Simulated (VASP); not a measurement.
Write the native input for VASP 6.6.1 that does the following.

```yaml
Task: single point
Functional: LDA
Potentials_or_basis: VASP PAW LDA potentials, release 64 (Ba_sv)
Cutoff: 520 eV
k_mesh: 12 × 12 × 12
Occupations: gaussian, width 0.15 eV
Spin: no spin polarisation
Dipole_correction: no
Further_INCAR_settings: ALGO = Normal; EDIFF = 1e-07; NBANDS = 11
```

The structure of Ba lies in POSCAR:

```
Ba
1.0
    3.9177175405      0.0000000000      0.0000000000
    0.0000000000      3.9177175405      0.0000000000
    0.0000000000      0.0000000000      3.9177175405
Ba
1
Direct
    0.0000000000      0.0000000000      0.0000000000
```

The input as run:

INCAR

```
SYSTEM = Ba
ALGO = Normal ; EDIFF = 1E-7
ENCUT = 520 ; ISIF = 2
ISMEAR = 0 ; LASPH = .TRUE.
LCHARG = .TRUE. ; LELF = .TRUE.
LREAL = .FALSE. ; LVHAR = .TRUE.
LWAVE = .FALSE. ; NBANDS = 11
NELM = 80 ; PREC = Accurate
SIGMA = 0.15
```

KPOINTS

```
k-points
0
G
  12 12 12
  0 0 0
```

Potentials or basis: VASP PAW LDA potentials, release 64 (Ba_sv).

Run with:

```console
$ cat potpaw_LDA.64/Ba_sv/POTCAR > POTCAR
$ mpirun -np 1 vasp_std > vasp.out
```

It gave:

The pressure is -1.1 GPa. The band gap on the k mesh is zero (band 5 reaches 1.65 eV, above the bottom of band 6 at 1.44 eV).

Caveat: spin-orbit coupling is left out, which moves the levels of the heavy elements.

Run time: 25 s on 1 thread of Intel(R) Xeon(R) Platinum 8488C (Sapphire Rapids), on a shared host, peak memory 0.18 GiB.
